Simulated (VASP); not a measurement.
Write the native input for VASP 6.6.1 that does the following.

| Item | Value |
| --- | --- |
| Task | relaxation of cell and atoms |
| Functional | PBEsol |
| Potentials or basis | VASP PAW PBE potentials, release 64 (Ti_sv) |
| Cutoff | 600 eV |
| k mesh | 18 × 18 × 10 |
| Occupations | fermi-dirac, width 0.15 eV |
| Spin | no spin polarisation |
| Dipole correction | no |
| Further INCAR settings | ALGO = Fast; EDIFF = 1e-07; IBRION = 2; EDIFFG = -0.001; NSW = 80; ISIF = 3 |

The structure of Ti lies in POSCAR:

```
Ti
1.0
    2.9004352004      0.0000000000      0.0000000000
   -1.4502176002      2.5118505656      0.0000000000
    0.0000000000      0.0000000000      4.5909904469
Ti
2
Direct
    0.3333333333      0.6666666667      0.2500000000
    0.6666666667      0.3333333333      0.7500000000
```

One way to write it, as run:

INCAR

```
SYSTEM = Ti
  ALGO = Fast
  EDIFF = 1E-7
  EDIFFG = -0.001
  ENCUT = 600
  GGA = PS
  IBRION = 2
  ISIF = 3
  ISMEAR = -1
  LASPH = .True.
  LCHARG = .False.
  LREAL = .False.
  LWAVE = .False.
  NELM = 80
  NSW = 80
  PREC = Accurate
  SIGMA = 0.15
```

KPOINTS

```
k-points
0
Gamma
  18 18 10
  0 0 0
```

Potentials or basis: VASP PAW PBE potentials, release 64 (Ti_sv).

Command:

```bash
$ cat potpaw_PBE.64/Ti_sv/POTCAR > POTCAR
$ mpirun -np 1 vasp_std > vasp.out
```

It gave:

| Property | Result |
| --- | --- |
| Relaxed volume | 16.74 Å³/atom |
| Relaxed cell | a = 2.900 Å, b = 2.900 Å, c = 4.599 Å, α = 90.00°, β = 90.00°, γ = 120.00° |
| Space group after relaxing (to 0.1 Å) | P6_3/mmc (No. 194) |
| Energy gained by relaxing | 0.0 meV/atom |
| Ionic steps | 29 |
| Pressure after relaxing | 0.0 GPa |
| Band gap on the k mesh | zero (bands 12 and 13 overlap by 1.12 eV) |

Caveat: the PAW data sets were made with another functional, which shifts forces and pressure a little.

Run time: 70 min on 1 thread of Intel Xeon 8259CL, on a shared host, peak memory 0.3 GiB.
